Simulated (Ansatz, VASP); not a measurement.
**Two plane-wave programs on Sb**

```
Sb
1.0
    -1.46515    1.51475    2.48000
     1.51475   -1.46515    2.48000
     1.49525    1.49525   -2.44990
Sb
1
Direct
  0.00000 0.00000 0.00000
```

Change from the starting cell: equal xy, yz and zx shear strains of +2 %, PAW files.

Alike in both runs: task electric field gradients; functional PBE; k mesh 19 × 19 × 19; occupations fermi-dirac, width 0.05 eV; no spin polarisation.

|  | VASP | Ansatz |
| --- | --- | --- |
| version | VASP 6.6.1 | Ansatz 0.2.0 |
| potentials or method | VASP PAW PBE potentials, release 64 (Sb) | PAW with Ansatz's default frozen-core files, scalar-relativistic |
| plane-wave cutoff (eV) | 520 | 420 |
| valence electrons in the cell | 5 | 15 |

VASP gave:

```
pressure (GPa)                                                : 19.3
traceless stress, the component that is largest in VASP (GPa) : -1.12
size of Vzz on the site where it differs most (V/Å²)          : 35.0
```

Problem. What did Ansatz give for the same quantities?

Solution. Pressure (GPa): 19.4; traceless stress, the component that is largest in VASP (GPa): -1.04; size of Vzz on the site where it differs most (V/Å²): 34.8.

VASP's potentials hold 5 valence electrons a cell and Ansatz's 15, so a difference there can come from the potentials and not from the codes.

Neither program's run includes spin-orbit coupling.
